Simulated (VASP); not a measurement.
# Cu: single point with r2SCAN

Crystal: Cu.

```
Cu
1.0
    -1.44279    1.44279    1.37608
     1.44279   -1.44279    1.37608
     1.44279    1.44279   -1.37608
Cu
1
Direct
  0.00000 0.00000 0.00000
```

| Property | Result |
| --- | --- |
| Program | VASP 6.6.1 |
| Task | single point |
| Functional | r2SCAN |
| Potentials or basis | VASP PAW PBE potentials, release 64 (Cu) |
| Cutoff | 520 eV |
| k mesh | 8 × 8 × 8 |
| Occupations | gaussian, width 0.1 eV |
| Spin | no spin polarisation |
| Dipole correction | no |
| Further INCAR settings | ALGO = Normal; EDIFF = 1e-06; NBANDS = 12 |

```
Pressure : 1.2 GPa
```

Stress tensor (GPa, compression positive):
```
1.02 0.00 0.00
0.00 1.02 0.00
0.00 0.00 1.46
```

Levels at points of the mesh, in eV from the Fermi level:
```csv
k point,band 4,band 5,band 6,band 7,band 8,band 9
"(0.00, 0.00, 0.00)",-3.33,-2.45,-2.25,25.77,25.77,27.09
"(0.50, 0.00, 0.00)",-2.14,-1.55,-0.63,4.87,18.04,18.33
"(0.50, 0.50, 0.00)",-2.29,-1.58,-1.03,4.33,19.31,19.81
"(0.50, 0.50, 0.50)",-1.75,-1.70,8.11,8.11,10.04,13.62
```

It took 66 s on 1 thread of AMD EPYC 7R43 64-Core Processor (Zen 3) (shared host), peak memory 0.09 GiB.

Caveat: the k points lie up to 0.39 Å⁻¹ apart; the PAW data sets were made with another functional, which shifts forces and pressure a little.
